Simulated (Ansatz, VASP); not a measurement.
Al2Cu: VASP beside Ansatz

```xyz
6
Lattice="-3.0262 3.0262 2.4416 3.0262 -3.0262 2.4416 3.0262 3.0262 -2.4416" Properties=species:S:1:pos:R:3 pbc="T T T"
Al    3.9868    0.9606    0.0000
Al    2.0655    0.9606    2.4416
Al   -0.9606    2.0655    2.4416
Al    0.9606    2.0655    0.0000
Cu    0.0000    0.0000    3.6624
Cu    0.0000    0.0000    1.2208
```

Alike in both runs: functional PBE; k mesh 10 × 10 × 10; occupations gaussian, width 0.1 eV; no spin polarisation.

Ansatz relaxed the structure, and its values are those at the end. VASP's run is a single point on that final structure, the one shown.

|  | VASP | Ansatz |
| --- | --- | --- |
| version | VASP 6.6.1 | Ansatz 0.2.0 |
| potentials or method | VASP PAW PBE potentials, release 64 (Al, Cu), cutoff 520 eV | scalar-relativistic, plane waves, PAW |
| valence electrons in the cell | 34 | 50 |

|  | VASP | Ansatz | Ansatz less VASP |
| --- | --- | --- | --- |
| gap on the k mesh at the Fermi level (eV) | none | none | - |
| pressure (GPa) | 0.2 | 0.0 | -0.16 |

A gap of «none» marks a metal or a gap that the smearing closes. With one functional, cell and mesh, what is left measures potentials, basis and numerics. VASP's potentials hold 34 valence electrons a cell and Ansatz's 50, so a difference there can come from the potentials and not from the codes.
